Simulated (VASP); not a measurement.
A run of VASP 6.6.1 is set up as follows.

Contents of INCAR:

```
SYSTEM = CdSe
PREC = Accurate
ENCUT = 520
EDIFF = 1E-8
ISMEAR = 1
SIGMA = 0.0396
LREAL = .False.
LASPH = .True.
NELM = 60
ALGO = Normal
ISIF = 2
LWAVE = .False.
LCHARG = .False.
IBRION = 8
NSW = 1
```

The input KPOINTS:

```
Automatic mesh
0
Gamma
  6 6 6
  0 0 0
```

Contents of POSCAR:

```
CdSe
1.0
    0.0000000000      3.0702712000      3.0702712000
    3.0702712000      0.0000000000      3.0702712000
    3.0702712000      3.0702712000      0.0000000000
Cd Se
1 1
Direct
    0.0000000000      0.0000000000      0.0000000000
    0.7500000000      0.7500000000      0.7500000000
```

Potentials or basis: VASP PAW LDA potentials, release 64 (Cd, Se).

The run is started by

```sh
$ cat potpaw_LDA.64/Cd/POTCAR potpaw_LDA.64/Se/POTCAR > POTCAR
$ mpirun -np 1 vasp_std > vasp.out
```

(1) Predict the highest phonon frequency at Γ, LO-TO splitting left out.

Results:

(1) 158 cm⁻¹.

Caveat: the cell wasn't relaxed at this level first, which shifts response properties.
